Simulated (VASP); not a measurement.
The system is CuO.

```
Cu O
1.0
     0.00000   -2.11656   -2.11656
    -2.11656    0.00000   -2.11656
     2.11656    2.11656   -4.23312
Cu O
2 2
Direct
  0.50389 0.47699 0.48801
  0.00389 0.97699 0.98801
  0.74611 0.77301 0.76199
  0.24611 0.27301 0.26199
```

Base run:

* Program: VASP 6.6.1
* Functional: PBE
* Potentials or basis: VASP PAW PBE potentials, release 64 (Cu, O)
* Cutoff: 520 eV
* k mesh: 10 × 10 × 6
* Occupations: fermi-dirac, width 0.05 eV
* Spin: no spin polarisation
* Hubbard terms: Cu d U = 1.0 eV

Its results: band gap on the k mesh zero (bands 17 and 18 overlap by 1.15 eV); pressure 5.2 GPa; largest force 1.237 eV/Å.

Question: The run is repeated on the same cell with these changes: hubbard terms from Cu d U = 1.0 eV to Cu d U = 5.3 eV; further incar settings from ALGO = Normal; EDIFF = 1e-07; NBANDS = 25 to ALGO = Fast; EDIFF = 1e-06; NBANDS = 25. What comes out?

Answer: Band gap on the k mesh zero (bands 17 and 18 overlap by 1.20 eV); pressure 1.3 GPa; largest force 1.149 eV/Å.

Caveats: U without spin polarisation on a metal has little footing; forces of over 1 eV/Å act on the atoms, so gaps and moduli don't describe the material at rest; the stress differs along the axes, from 2 to 10 GPa (at least some runs); the stress differs along the axes, from -1 to 5 GPa (at least some runs).
